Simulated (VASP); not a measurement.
# Mg3S2: single point with PBE

Mg3S2:

```
Mg S
1.0
     3.69511    0.00000    0.00000
    -1.84755    3.20006    0.00000
     0.00000    0.00000   17.73580
Mg S
6 4
Direct
  0.33333 0.66667 0.83009
  0.66667 0.33333 0.33009
  0.66667 0.33333 0.16991
  0.33333 0.66667 0.66991
  0.00000 0.00000 0.00000
  0.00000 0.00000 0.50000
  0.66667 0.33333 0.91441
  0.33333 0.66667 0.41441
  0.66667 0.33333 0.58559
  0.33333 0.66667 0.08559
```

The cell was built from a structure type or drawn by symmetry, and may not be a known phase.

- Program: VASP 6.6.1
- Task: single point
- Functional: PBE
- Potentials or basis: VASP PAW PBE potentials, release 64 (Mg, S)
- Cutoff: 520 eV
- k mesh: 12 × 12 × 2
- Occupations: gaussian, width 0.02 eV
- Spin: no spin polarisation
- Dipole correction: no
- Further INCAR settings: ALGO = Normal; EDIFF = 1e-07; NBANDS = 29

```
Pressure               : -0.2 GPa
Largest force          : 0.007 eV/Å
Band gap on the k mesh : 0.35 eV (least direct gap 0.43 eV)
```

Forces on the atoms (eV/Å):
```
Mg   0.000  0.000  0.002
Mg   0.000  0.000  0.002
Mg   0.000  0.000 -0.002
Mg   0.000  0.000 -0.002
Mg   0.000  0.000  0.000
Mg   0.000  0.000  0.000
S    0.000  0.000  0.007
S    0.000  0.000  0.007
S    0.000  0.000 -0.007
S    0.000  0.000 -0.007
```

Levels at points of the mesh, in eV from the valence-band top:
```csv
k point,band 15,band 16,band 17,band 18,band 19,band 20,band 21,band 22
"(0.00, 0.00, 0.00)",-2.52,-2.51,-2.51,-1.62,0.72,2.07,2.31,2.37
"(0.50, 0.00, 0.00)",-3.25,-3.24,-1.06,-0.61,0.35,0.93,0.93,1.81
"(0.00, 0.00, 0.50)",-2.52,-2.52,-2.22,-2.22,1.35,1.35,2.37,2.37
"(0.50, 0.00, 0.50)",-3.25,-3.25,-0.85,-0.85,0.54,0.54,1.44,1.44
```

Wall time 3.4 min on 1 thread of Intel(R) Xeon(R) Platinum 8375C CPU @ 2.90GHz (Ice Lake) (shared host), peak memory 0.42 GiB.

A k mesh can miss the band edges.
